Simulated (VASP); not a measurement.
Crystal: SiC (Moissanite).

```
Si C
1.0
     3.03443    0.00000    0.00000
    -1.51721    2.62789    0.00000
     0.00000    0.00000    4.97978
Si C
2 2
Direct
  0.66667 0.33333 0.50000
  0.33333 0.66667 0.00000
  0.66667 0.33333 0.88500
  0.33333 0.66667 0.38500
```

Base run:

```yaml
Program: VASP 6.6.1
Functional: BLYP
Potentials_or_basis: VASP PAW PBE potentials, release 64 (Si, C)
Cutoff: 520 eV
k_mesh: 10 × 10 × 5
Occupations: fermi-dirac, width 0.05 eV
Spin: no spin polarisation
```

Its results: band gap on the k mesh 2.77 eV, indirect (least direct gap 4.43 eV); pressure 19.0 GPa; largest force 0.828 eV/Å.

Q: After a change of settings the same cell gave: band gap on the k mesh 2.81 eV, indirect (least direct gap 4.69 eV); pressure 10.0 GPa; largest force 0.838 eV/Å. Which change was it?
A. functional from BLYP to RPBE; dispersion from none to D4
B. functional from BLYP to PBEsol; dispersion from none to D3(BJ)
C. functional from BLYP to r2SCAN
D. functional from BLYP to revPBE; dispersion from none to D4

A: C.

Caveats: the PAW data sets were made with another functional, which shifts forces and pressure a little.
